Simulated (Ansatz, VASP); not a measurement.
## One calculation of Sb, two programs

```
CELL_PARAMETERS angstrom
-1.39719 1.39719 1.39719
1.39719 -1.39719 1.39719
1.39719 1.39719 -1.39719
ATOMIC_POSITIONS crystal
Sb 0.00000 0.00000 0.00000
```

Change from the starting cell: volume scaled by 0.4, PAW files.

Alike in both runs: task single point; functional PBE; k mesh 16 × 16 × 16; occupations fermi-dirac, width 0.1 eV; no spin polarisation.

|  | VASP | Ansatz |
| --- | --- | --- |
| version | VASP 6.6.1 | Ansatz 0.2.0 |
| potentials or method | VASP PAW PBE potentials, release 64 (Sb) | PAW with Ansatz's default frozen-core files, scalar-relativistic |
| plane-wave cutoff (eV) | 500 | 420 |
| valence electrons in the cell | 5 | 15 |

|  | VASP | Ansatz | Ansatz less VASP |
| --- | --- | --- | --- |
| pressure (GPa) | 471.3 | 455.4 | -15.83 |

Both programs put the cell under a high pressure, so it lies far from rest at this level. VASP's potentials hold 5 valence electrons a cell and Ansatz's 15, so a difference there can come from the potentials and not from the codes.

Spin-orbit coupling is off throughout. Noted on VASP's run: the cell as given lies far from equilibrium.
